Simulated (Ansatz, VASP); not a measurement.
# Hf: VASP beside Ansatz

Contents of INCAR:

```
PREC     = Accurate       # precision mode
ENCUT    = 520            # plane-wave cutoff, eV
EDIFF    = 1E-7           # SCF threshold, eV
ISMEAR   = -1             # smearing method
SIGMA    = 0.03           # smearing width, eV
LREAL    = F              # projectors in reciprocal space
LASPH    = T              # aspherical terms in the spheres
NELM     = 60             # most SCF steps
ALGO     = Normal         # electronic algorithm
ISIF     = 2              # what is computed and relaxed
LWAVE    = F              # write WAVECAR
LCHARG   = T              # write CHGCAR
GGA      = PE             # functional
LELF     = T              # ELF
LVHAR    = T            
NBANDS   = 11             # bands
```

The input KPOINTS:

```
Automatic mesh
0
Gamma
  13 13 13
```

File POSCAR:

```
Hf
1.0
    0.0000000000      2.2866000000      2.2200000000
    2.2866000000      0.0000000000      2.2200000000
    2.2866000000      2.2866000000      0.0000000000
Hf
1
Direct
    0.0000000000      0.0000000000      0.0000000000
```

Input for Ansatz:

```yaml
crystal:
  lattice:
    - [0.0, 2.2866, 2.22]
    - [2.2866, 0.0, 2.22]
    - [2.2866, 2.2866, 0.0]
  atoms:
    - { symbol: Hf, position: [0.0, 0.0, 0.0] }
kpoints:
  mp_grid: { grid: [13, 13, 13] }
  band_path:
    path:
      - [0.0, 0.0, 0.0]
      - [0.0, 0.5, 0.5]
      - [0.25, 0.75, 0.5]
      - [0.0, 0.5, 0.0]
      - [0.0, 0.0, 0.0]
      - [0.5, 0.5, 0.0]
      - [0.3826125, 0.6173875, 0.0]
      - [-0.3826125, 0.3826125, 0.0]
      - [0.0, 0.0, 0.0]
    npoints: 5
scf:
  occupations: { method: fermi_dirac, width: 0.03 }
hamiltonian:
  xc: pbe
  pseudopotentials: { kind: all_electron, lapw: { basis_error: 0.001 } }
output:
  forces: true
  stress: true
  eigenvalues: true
```

Change from the starting cell: equal xx and yy strain of +3 %.

Alike in both runs: task single point; functional PBE; k mesh 13 × 13 × 13; occupations fermi-dirac, width 0.03 eV; no spin polarisation.

|  | VASP | Ansatz |
| --- | --- | --- |
| version | VASP 6.6.1 | Ansatz 0.2.0 |
| potentials or method | VASP PAW PBE potentials, release 64 (Hf_pv), cutoff 520 eV | all-electron LAPW, scalar-relativistic |

```csv
,VASP,Ansatz,Ansatz less VASP
pressure (GPa),-3.4,-2.9,+0.44
"traceless stress, the component that is largest in VASP (GPa)",0.72,0.72,+0.002
```

Ansatz ran all-electron here, and VASP with PAW potentials.

Spin-orbit coupling is off throughout.
